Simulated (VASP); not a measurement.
Set up this calculation in VASP 6.6.1, as the native input.

| Quantity | Value |
| --- | --- |
| Task | single point |
| Functional | LDA |
| Potentials or basis | VASP PAW LDA potentials, release 64 (Li_sv, H, F) |
| Cutoff | 520 eV |
| k mesh | 9 × 9 × 9 |
| Occupations | gaussian, width 0.05 eV |
| Spin | no spin polarisation |
| Dipole correction | no |
| Further INCAR settings | ALGO = Normal; EDIFF = 1e-06; NBANDS = 17 |

The structure of LiHF2 lies in POSCAR:

```
LiHF2
1.0
    1.4860718052      0.8579839568      4.1997227031
   -1.4860718052      0.8579839568      4.1997227031
    0.0000000000     -1.7159679136      4.1997227031
Li H F
1 1 2
Direct
    0.0000000000      0.0000000000      0.0000000000
    0.5000000000      0.5000000000      0.5000000000
    0.4125119035      0.4125119035      0.4125119035
    0.5874880965      0.5874880965      0.5874880965
```

This cell differs from its parent crystal: strain +0.030 along x and y, -0.030 along z.

The input as run:

INCAR

```
SYSTEM = LiHF2
PREC = Accurate
ENCUT = 520
EDIFF = 1E-6
ISMEAR = 0
SIGMA = 0.05
LREAL = .FALSE.
LASPH = .TRUE.
NELM = 60
ALGO = Normal
ISIF = 2
LWAVE = .FALSE.
LCHARG = .TRUE.
GGA = CA
LELF = .TRUE.
LVHAR = .TRUE.
NBANDS = 17
```

KPOINTS

```
Automatic mesh
0
G
  9 9 9
  0 0 0
```

Potentials or basis: VASP PAW LDA potentials, release 64 (Li_sv, H, F).

The run is started by

```bash
$ cat potpaw_LDA.64/Li_sv/POTCAR potpaw_LDA.64/H/POTCAR potpaw_LDA.64/F/POTCAR > POTCAR
$ mpirun -np 1 vasp_std > vasp.out
```

It gave:

```json
{
  "Largest force": "1.130 eV/Å",
  "Band gap on the k mesh": "8.20 eV, indirect (least direct gap 8.28 eV)"
}
```

Caveat: the cell differs from its parent crystal (strain +0.030 along x and y, -0.030 along z); forces of over 1 eV/Å act on the atoms, so gaps and moduli don't describe the material at rest.

Wall time 42 s on 1 thread of Intel(R) Xeon(R) Platinum 8488C (Sapphire Rapids) (shared host), peak memory 0.18 GiB.
